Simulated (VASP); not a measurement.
# MoSe in VASP: further runs

Aim: see how the results for MoSe move with the level of theory and the settings. Levels: PBE, r2SCAN+U. Tasks: single point.

Everything below comes from runs of VASP 6.6.1. Logs are shortened: lines on timing, memory, paths and dates and some standing lists are left out, and cuts for length are marked.

## (1) The cell of the first run

Symmetry: P3m1, No. 156, trigonal system. The conventional cell has a = 3.471 Å, b = 3.471 Å, c = 4.373 Å, α = 90.00°, β = 90.00°, γ = 120.00°. Mo (site symmetry 3m) has 3 Se at 2.04 Å within 2.7 Å. Within 2.7 Å of Se (site symmetry 3m) lie 3 Mo at 2.04 Å.

## (2) Single point, PBE, non-collinear spin, zero start, spin-orbit coupling

INCAR reads:

```
PREC     = Accurate       # precision mode
ENCUT    = 520            # plane-wave cutoff, eV
EDIFF    = 1E-6           # SCF threshold, eV
ISMEAR   = -1             # smearing method
SIGMA    = 0.05           # smearing width, eV
LREAL    = F              # projectors in reciprocal space
LASPH    = T              # aspherical terms in the spheres
NELM     = 150            # most SCF steps
ALGO     = Normal         # electronic algorithm
ISIF     = 2              # what is computed and relaxed
LWAVE    = F              # write WAVECAR
LCHARG   = F              # write CHGCAR
MAGMOM   = 0 0 0 0 0 0    # initial moments
LORBIT   = 11             # projections on sites
LSORBIT  = T              # spin-orbit coupling
GGA_COMPAT= F            
LORBMOM  = T            
LMAXMIX  = 4              # l up to which the mixer works
GGA      = PE             # functional
NBANDS   = 32             # bands
```

KPOINTS reads:

```
regular mesh
0
Gamma
  7 7 5
```

POSCAR reads:

```
MoSe
1.0
    3.4706685900      0.0000000000      0.0000000000
   -1.7353343000      3.0056871700      0.0000000000
    0.0000000000      0.0000000000      4.3727953400
Mo Se
1 1
Direct
    0.6666666700      0.3333333300      0.0254445500
    0.3333333300      0.6666666700      0.1184304700
```

Potentials or basis: VASP PAW PBE potentials, release 64 (Mo_sv, Se).

The run is started by

```console
> cat potpaw_PBE.64/Mo_sv/POTCAR potpaw_PBE.64/Se/POTCAR > POTCAR
> mpirun -np 1 vasp_ncl > vasp.out
```

OUTCAR:

```text
PREC = Accurate
   ENCUT = 520
   EDIFF = 1E-6
   ISMEAR = -1
   LREAL = F
   LASPH = T
   NELM = 150
   ISIF = 2
   LORBIT = 11
   LSORBIT = T
   GGA = PE

 ion  position               nearest neighbor table
   1  0.667  0.333  0.025-   2 2.04   2 2.04   2 2.04
   2  0.333  0.667  0.118-   1 2.04   1 2.04   1 2.04

  LATTYP: Found a hexagonal cell.
 ALAT       =     3.4706685900
 C/A-ratio  =     1.2599288081

  Lattice vectors:

 A1 = (   3.4706685900,   0.0000000000,   0.0000000000)
 A2 = (  -1.7353343000,   3.0056871700,   0.0000000000)
 A3 = (   0.0000000000,   0.0000000000,   4.3727953400)

Analysis of symmetry for initial positions (statically):
=====================================================================
 Subroutine PRICEL returns:
 Original cell was already a primitive cell.

 Routine SETGRP: Setting up the symmetry group for a
 hexagonal supercell.

 Subroutine GETGRP returns: Found  6 space group operations
 (whereof  6 operations were pure point group operations)
 out of a pool of 24 trial point group operations.

The static configuration has the point symmetry C_3v.

Analysis of symmetry for dynamics (positions and initial velocities):
=====================================================================
 Subroutine PRICEL returns:
 Original cell was already a primitive cell.

 Routine SETGRP: Setting up the symmetry group for a
 hexagonal supercell.

 Subroutine GETGRP returns: Found  6 space group operations
 (whereof  6 operations were pure point group operations)
 out of a pool of 24 trial point group operations.

The dynamic configuration has the point symmetry C_3v.

Analysis of structural, dynamic, and magnetic symmetry:
=====================================================================
 Subroutine PRICEL returns:
 Original cell was already a primitive cell.

 Routine SETGRP: Setting up the symmetry group for a
 hexagonal supercell.

 Subroutine GETGRP returns: Found  6 space group operations
 (whereof  6 operations were pure point group operations)
 out of a pool of 24 trial point group operations.

The overall configuration has the point symmetry C_3v.

[... 1017 lines left out ...]
 POSITION                                       TOTAL-FORCE (eV/Angst)
 -----------------------------------------------------------------------------------
      1.73533      1.00190      0.11126         0.000000      0.000000     -6.354253
     -0.00000      2.00379      0.51787        -0.000000      0.000000      6.354253
 -----------------------------------------------------------------------------------
    total drift:                               -0.000031      0.000017     -0.000276

  FREE ENERGIE OF THE ION-ELECTRON SYSTEM (eV)
  ---------------------------------------------------
  free  energy   TOTEN  =        -7.9758995418 eV

  energy  without entropy=       -7.9378465151  energy(sigma->0) =       -7.95687303

 orbital moment (x)

 # of ion     p       d       tot
 ----------------------------------------
  1        -0.000  -0.000  -0.000
  2        -0.000   0.000   0.000
 ----------------------------------------
           -0.000  -0.000  -0.000

 orbital moment (y)

 # of ion     p       d       tot
 ----------------------------------------
  1        -0.000  -0.000  -0.000
  2         0.000   0.000   0.000
 ----------------------------------------
            0.000  -0.000  -0.000

 orbital moment (z)

 # of ion     p       d       tot
 ----------------------------------------
  1         0.000  -0.000  -0.000
  2         0.000  -0.000  -0.000
 ----------------------------------------
            0.000  -0.000  -0.000

 Spin-Orbit-Coupling matrix elements

 Ion:    1  E_soc:     -0.2138136
 l=   1
     0.0000000    -0.0308576    -0.0312736
    -0.0308576     0.0000000    -0.0308576
    -0.0312736    -0.0308576     0.0000000
 l=   2
     0.0000000    -0.0007472     0.0000000    -0.0007472    -0.0025274
    -0.0007472     0.0000000    -0.0034860    -0.0014297    -0.0007472
     0.0000000    -0.0034860     0.0000000    -0.0034860     0.0000000
    -0.0007472    -0.0014297    -0.0034860     0.0000000    -0.0007472
    -0.0025274    -0.0007472     0.0000000    -0.0007472     0.0000000
 l=   3
     0.0000000     0.0000000     0.0000000     0.0000000     0.0000000     0.0000000     0.0000000
     0.0000000     0.0000000     0.0000000     0.0000000     0.0000000     0.0000000     0.0000000
     0.0000000     0.0000000     0.0000000     0.0000000     0.0000000     0.0000000     0.0000000
     0.0000000     0.0000000     0.0000000     0.0000000     0.0000000     0.0000000     0.0000000
     0.0000000     0.0000000     0.0000000     0.0000000     0.0000000     0.0000000     0.0000000
     0.0000000     0.0000000     0.0000000     0.0000000     0.0000000     0.0000000     0.0000000
     0.0000000     0.0000000     0.0000000     0.0000000     0.0000000     0.0000000     0.0000000

 Ion:    2  E_soc:     -0.0369392
 l=   1
     0.0000000    -0.0061616    -0.0062216
    -0.0061616     0.0000000    -0.0061616
    -0.0062216    -0.0061616     0.0000000
 l=   2
     0.0000000     0.0000024     0.0000000     0.0000024     0.0000140
     0.0000024     0.0000000     0.0000260    -0.0000003     0.0000024
     0.0000000     0.0000260     0.0000000     0.0000260     0.0000000
     0.0000024    -0.0000003     0.0000260     0.0000000     0.0000024
     0.0000140     0.0000024     0.0000000     0.0000024     0.0000000
 l=   3
     0.0000000     0.0000000     0.0000000     0.0000000     0.0000000     0.0000000     0.0000000
     0.0000000     0.0000000     0.0000000     0.0000000     0.0000000     0.0000000     0.0000000
     0.0000000     0.0000000     0.0000000     0.0000000     0.0000000     0.0000000     0.0000000
     0.0000000     0.0000000     0.0000000     0.0000000     0.0000000     0.0000000     0.0000000
     0.0000000     0.0000000     0.0000000     0.0000000     0.0000000     0.0000000     0.0000000
     0.0000000     0.0000000     0.0000000     0.0000000     0.0000000     0.0000000     0.0000000
     0.0000000     0.0000000     0.0000000     0.0000000     0.0000000     0.0000000     0.0000000

 total charge

# of ion       s       p       d       tot
------------------------------------------
    1        2.375   6.222   4.923  13.520
    2        1.502   2.676   0.311   4.489
--------------------------------------------------
tot          3.877   8.898   5.234  18.009

 magnetization (x)

# of ion       s       p       d       tot
------------------------------------------
    1       -0.000   0.000  -0.000  -0.000
    2        0.000  -0.000   0.000  -0.000
--------------------------------------------------
tot         -0.000  -0.000  -0.000  -0.000

 magnetization (y)

# of ion       s       p       d       tot
------------------------------------------
    1        0.000   0.000   0.000   0.000
    2        0.000   0.000   0.000   0.000
--------------------------------------------------
tot          0.000   0.000   0.000   0.000

 magnetization (z)

# of ion       s       p       d       tot
------------------------------------------
    1       -0.000  -0.000  -0.000  -0.000
    2       -0.000  -0.000   0.000   0.000
--------------------------------------------------
tot         -0.000  -0.000  -0.000  -0.000
```

Run time: 1.7 min. Hardware: 1 thread of Intel Xeon 6975P-C (Granite Rapids), shared host; peak memory 0.36 GiB.

What came out:

| Quantity | Value |
| --- | --- |
| Free energy | -7.9759 eV |
| Pressure | 69.8 GPa |
| Largest force | 6.354 eV/Å |
| Net moment | 0.00 μB per cell |
| Valence electrons inside the program's atomic spheres | Mo 13.52; Se 4.49 |

Forces in eV/Å, atoms in the order of the input:
```
Mo   0.000  0.000 -6.354
Se   0.000  0.000  6.354
```

Stress tensor (GPa, compression positive):
```
103.47   0.00   0.00
  0.00 103.47   0.00
  0.00   0.00   2.33
```

Moments on the atoms (μB; x, y, z):
```
Mo  0.00 0.00 0.00
Se  0.00 0.00 0.00
```

Caveat: the cell stands under pressure; forces of over 1 eV/Å act on the atoms, so gaps and moduli don't describe the material at rest.

## (3) Single point, r2SCAN+U

POSCAR reads:

```
MoSe
1.0
    3.4706685900      0.0000000000      0.0000000000
   -1.7353343000      3.0056871700      0.0000000000
    0.0000000000      0.0000000000      4.3727953400
Mo Se
1 1
Direct
    0.6638880000      0.3374930000      0.0198780000
    0.3549630000      0.6864620000      0.1184120000
```

INCAR.step1 reads:

```
PREC = Accurate ; ENCUT = 520
ISMEAR = 1 ; SIGMA = 0.05
LREAL = F ; LASPH = T
NELM = 150 ; LMAXMIX = 4
LDAU = T ; LDAUTYPE = 2
LDAUL = 2 -1 ; LDAUU = 5.3 0
LDAUJ = 0 0 ; NBANDS = 17
GGA = PE ; ALGO = Normal
EDIFF = 1E-4 ; LWAVE = T
LCHARG = F
```

INCAR.step2 reads:

```
PREC = Accurate ; ENCUT = 520
EDIFF = 1E-6 ; ISMEAR = 1
SIGMA = 0.05 ; LREAL = F
LASPH = T ; NELM = 150
ALGO = Normal ; ISIF = 2
LWAVE = F ; LCHARG = T
LMAXMIX = 4 ; LDAU = T
LDAUTYPE = 2 ; LDAUL = 2 -1
LDAUU = 5.3 0 ; LDAUJ = 0 0
LDAUPRINT = 1 ; METAGGA = R2SCAN
LMIXTAU = T ; LELF = T
LVHAR = T ; NBANDS = 17
ISTART = 1
```

KPOINTS reads:

```
regular mesh
0
Gamma
  8 8 6
```

Potentials or basis: VASP PAW PBE potentials, release 64 (Mo_sv, Se).

The run is started by

```console
> cat potpaw_PBE.64/Mo_sv/POTCAR potpaw_PBE.64/Se/POTCAR > POTCAR
> cp INCAR.step1 INCAR
> mpirun -np 1 vasp_std > vasp.out
> cp INCAR.step2 INCAR
> mpirun -np 1 vasp_std > vasp.out
```

OUTCAR:

```text
PREC = Accurate
   ENCUT = 520
   EDIFF = 1E-6
   ISMEAR = 1
   LREAL = F
   LASPH = T
   NELM = 150
   ISIF = 2
   METAGGA = R2SCAN
   ISTART = 1

 ion  position               nearest neighbor table
   1  0.664  0.337  0.020-   2 2.00   2 2.03   2 2.12
   2  0.355  0.686  0.118-   1 2.00   1 2.03   1 2.12

  LATTYP: Found a hexagonal cell.
 ALAT       =     3.4706685900
 C/A-ratio  =     1.2599288081

  Lattice vectors:

 A1 = (   3.4706685900,   0.0000000000,   0.0000000000)
 A2 = (  -1.7353343000,   3.0056871700,   0.0000000000)
 A3 = (   0.0000000000,   0.0000000000,   4.3727953400)

Analysis of symmetry for initial positions (statically):
=====================================================================
 Subroutine PRICEL returns:
 Original cell was already a primitive cell.

 Routine SETGRP: Setting up the symmetry group for a
 hexagonal supercell.

 Subroutine GETGRP returns: Found  1 space group operations
 (whereof  1 operations were pure point group operations)
 out of a pool of 24 trial point group operations.

The static configuration has the point symmetry C_1 .

Analysis of symmetry for dynamics (positions and initial velocities):
=====================================================================
 Subroutine PRICEL returns:
 Original cell was already a primitive cell.

 Routine SETGRP: Setting up the symmetry group for a
 hexagonal supercell.

 Subroutine GETGRP returns: Found  1 space group operations
 (whereof  1 operations were pure point group operations)
 out of a pool of 24 trial point group operations.

The dynamic configuration has the point symmetry C_1 .

 Subroutine INISYM returns: Found  1 space group operations
 (whereof  1 operations are pure point group operations),
 and found     1 'primitive' translations

----------------------------------------------------------------------------------------

                                     Primitive cell

  volume of cell :      45.6159

  direct lattice vectors                    reciprocal lattice vectors
     3.470668590  0.000000000  0.000000000     0.288128922  0.166351311  0.000000000
    -1.735334300  3.005687170  0.000000000     0.000000000  0.332702621  0.000000000
     0.000000000  0.000000000  4.372795340     0.000000000  0.000000000  0.228686669

  length of vectors
     3.470668590  3.470668595  4.372795340     0.332702622  0.332702621  0.228686669

  position of ions in fractional coordinates (direct lattice)
     0.663888000  0.337493000  0.019878000
     0.354963000  0.686462000  0.118412000

  ion indices of the primitive-cell ions
   primitive index   ion index
                 1           1
                 2           2

----------------------------------------------------------------------------------------

 KPOINTS: regular mesh

[... 83 lines left out ...]
   EFERMI_NEDOS =   21; number of points for ismear=-14 and -15
   IALGO  =     38    algorithm
   IMIX   =      4    mixing-type and parameters
     AMIX     =   0.40;   BMIX     =  1.00
     AMIX_MAG =   1.60;   BMIX_MAG =  1.00
  volume/ion in A,a.u.               =      22.81       153.92
  Fermi-wavevector in a.u.,A,eV,Ry     =   1.243692  2.350237 21.045077  1.546770
  Thomas-Fermi vector in A             =   2.377991
   LORBIT       =      0    0 simple, 1 ext, 2 COOP (PROOUT), +10 PAW based schemes
 LDA+U is selected, type is set to LDAUTYPE =  2
   angular momentum for each species LDAUL =     2   -1
   U (eV)           for each species LDAUU =   5.3  0.0
   J (eV)           for each species LDAUJ =   0.0  0.0
   METAGGA = R2SCAN    functional components
   LHFCALC =     F    Hartree Fock is set to
   AEXX    =    0.0000 exact exchange contribution
   IVDW    =     0    specifies the selected vdW correction
   LEPSILON=     F    determine dielectric tensor
   LRPA    =     F    only Hartree local field effects (RPA)
 non-spin polarized calculation
 Methfessel and Paxton  Order N= 1 SIGMA  =   0.05
  energy-cutoff  :      520.00
  volume of cell :       45.62
 maximum number of plane-waves:      1264
 NGX is ok and might be reduce to    28
   NGX = 13   NGY = 13   NGZ = 17

atom =   1  type =  1  l = 2

 onsite density matrix

spin component  1

  0.5055  0.0113 -0.0054  0.0483 -0.0125
  0.0113  0.5356 -0.0352 -0.0840 -0.0380
 -0.0054 -0.0352  0.5997  0.0255 -0.0178
  0.0483 -0.0840  0.0255  0.2375  0.0076
 -0.0125 -0.0380 -0.0178  0.0076  0.5810

spin component  2

  0.5055  0.0113 -0.0054  0.0483 -0.0125
  0.0113  0.5356 -0.0352 -0.0840 -0.0380
 -0.0054 -0.0352  0.5997  0.0255 -0.0178
  0.0483 -0.0840  0.0255  0.2375  0.0076
 -0.0125 -0.0380 -0.0178  0.0076  0.5810

 occupancies and eigenvectors

  o =  0.2065  v =  0.1643 -0.2446  0.0423 -0.9547  0.0021  0.0000  0.0000  0.0000  0.0000  0.0000      0.0000  0.0000  0.0000  0.0000  0.0000  0.0000  0.0000  0.0000  0.0000  0.0000
  o =  0.2065  v =  0.0000  0.0000  0.0000  0.0000  0.0000  0.1643 -0.2446  0.0423 -0.9547  0.0021      0.0000  0.0000  0.0000  0.0000  0.0000  0.0000  0.0000  0.0000  0.0000  0.0000
  o =  0.5019  v =  0.0000  0.0000  0.0000  0.0000  0.0000  0.6026  0.5738  0.3280 -0.0278  0.4464      0.0000  0.0000  0.0000  0.0000  0.0000  0.0000  0.0000  0.0000  0.0000  0.0000
  o =  0.5019  v =  0.6026  0.5738  0.3280 -0.0278  0.4464  0.0000  0.0000  0.0000  0.0000  0.0000      0.0000  0.0000  0.0000  0.0000  0.0000  0.0000  0.0000  0.0000  0.0000  0.0000
  o =  0.5193  v = -0.7743  0.4597  0.2774 -0.2382  0.2357  0.0000  0.0000  0.0000  0.0000  0.0000      0.0000  0.0000  0.0000  0.0000  0.0000  0.0000  0.0000  0.0000  0.0000  0.0000
  o =  0.5193  v =  0.0000  0.0000  0.0000  0.0000  0.0000 -0.7743  0.4597  0.2774 -0.2382  0.2357      0.0000  0.0000  0.0000  0.0000  0.0000  0.0000  0.0000  0.0000  0.0000  0.0000
  o =  0.6058  v =  0.0941  0.3025  0.4379 -0.0437 -0.8402  0.0000  0.0000  0.0000  0.0000  0.0000      0.0000  0.0000  0.0000  0.0000  0.0000  0.0000  0.0000  0.0000  0.0000  0.0000
  o =  0.6058  v =  0.0000  0.0000  0.0000  0.0000  0.0000  0.0941  0.3025  0.4379 -0.0437 -0.8402      0.0000  0.0000  0.0000  0.0000  0.0000  0.0000  0.0000  0.0000  0.0000  0.0000
  o =  0.6258  v =  0.0000  0.0000  0.0000  0.0000  0.0000 -0.0394 -0.5552  0.7886  0.1708  0.1978      0.0000  0.0000  0.0000  0.0000  0.0000  0.0000  0.0000  0.0000  0.0000  0.0000
  o =  0.6258  v = -0.0394 -0.5552  0.7886  0.1708  0.1978  0.0000  0.0000  0.0000  0.0000  0.0000      0.0000  0.0000  0.0000  0.0000  0.0000  0.0000  0.0000  0.0000  0.0000  0.0000

 number of electron      20.0000002 magnetization

 Free energy of the ion-electron system (eV)
  ---------------------------------------------------
  ext. energy  EPLUGINS =         0.00000000
  ---------------------------------------------------
  free energy    TOTEN  =       -27.49252211 eV

  energy without entropy =      -27.49222834  energy(sigma->0) =      -27.49242419

 E-fermi :   5.8254     XC(G=0): -10.4088

 val. band max:        5.8219865452   @ k =   0.1250   0.1250   0.3333
 cond. band min:       5.8260679892   @ k =  -0.1250  -0.2500  -0.1667
 fundamental gap:      0.0040814441
 Fermi energy:         5.8253726084

 k-point     1 :       0.0000    0.0000    0.0000
  band No.  band energies     occupation
      1     -56.5376      2.00000
      2     -30.5625      2.00000
      3     -30.4384      2.00000
      4     -29.6569      2.00000
      5     -10.5181      2.00000
      6      -1.3762      2.00000
[... 457 lines left out ...]
      4     -29.6267      2.00000
      5      -8.9787      2.00000
      6      -1.0032      2.00000
[... 9 lines left out ...]
     16      15.9018      0.00000
     17      16.5532      0.00000

 [... further k-points ...]

------------------------ aborting loop because EDIFF is reached ----------------------------------------

  FORCE on cell =-STRESS in cart. coord.  units (eV):
  Direction    XX          YY          ZZ          XY          YZ          ZX
  --------------------------------------------------------------------------------------
  -------------------------------------------------------------------------------------
  Total       25.2227193     33.0050547      1.6681939     -3.6279039     -0.9236725     -1.0893204
  in kB      885.9034939   1159.2442869     58.5923668   -127.4237199    -32.4423666    -38.2604563
  external PRESSURE =     701.2467159 kB  Pullay stress =       0.0000000 kB

 VOLUME and BASIS-vectors are now :
 -----------------------------------------------------------------------------
  energy-cutoff  :      520.00
  volume of cell :       45.62
      direct lattice vectors                 reciprocal lattice vectors
     3.470668590  0.000000000  0.000000000     0.288128922  0.166351311  0.000000000
    -1.735334300  3.005687170  0.000000000     0.000000000  0.332702621  0.000000000
     0.000000000  0.000000000  4.372795340     0.000000000  0.000000000  0.228686669

 POSITION                                       TOTAL-FORCE (eV/Angst)
 -----------------------------------------------------------------------------------
      1.71847      1.01440      0.08692         2.531865      2.396821     -6.776481
      0.04072      2.06329      0.51779        -2.531865     -2.396821      6.776481
 -----------------------------------------------------------------------------------
    total drift:                               -0.000353      0.000492     -0.000192

  FREE ENERGIE OF THE ION-ELECTRON SYSTEM (eV)
  ---------------------------------------------------
  free  energy   TOTEN  =       -27.4925221135 eV

  energy  without entropy=      -27.4922283404  energy(sigma->0) =      -27.49242419
```

It took 37 min on 1 thread of Intel Xeon 6975P-C (Granite Rapids), shared host; peak memory 0.35 GiB.

What came out:

```
Free energy            : -27.4925 eV
Pressure               : 70.1 GPa
Largest force          : 7.621 eV/Å
Band gap on the k mesh : zero (bands 10 and 11 overlap by 1.24 eV)
```

Forces on the atoms (eV/Å):
```
Mo   2.532  2.397 -6.776
Se  -2.532 -2.397  6.776
```

Stress tensor (GPa, compression positive):
```
 88.59 -12.74  -3.83
-12.74 115.92  -3.24
 -3.83  -3.24   5.86
```

Eigenvalues of the final occupation matrices:
| site | spin | trace | eigenvalues |
| --- | --- | --- | --- |
| site 1 d | 1 | 2.46 | 0.21 0.50 0.52 0.61 0.63 |
| site 1 d | 2 | 2.46 | 0.21 0.50 0.52 0.61 0.63 |

Caveat: the cell stands under pressure; the PAW data sets were made with another functional, which shifts forces and pressure a little; U without spin polarisation on a metal has little footing.
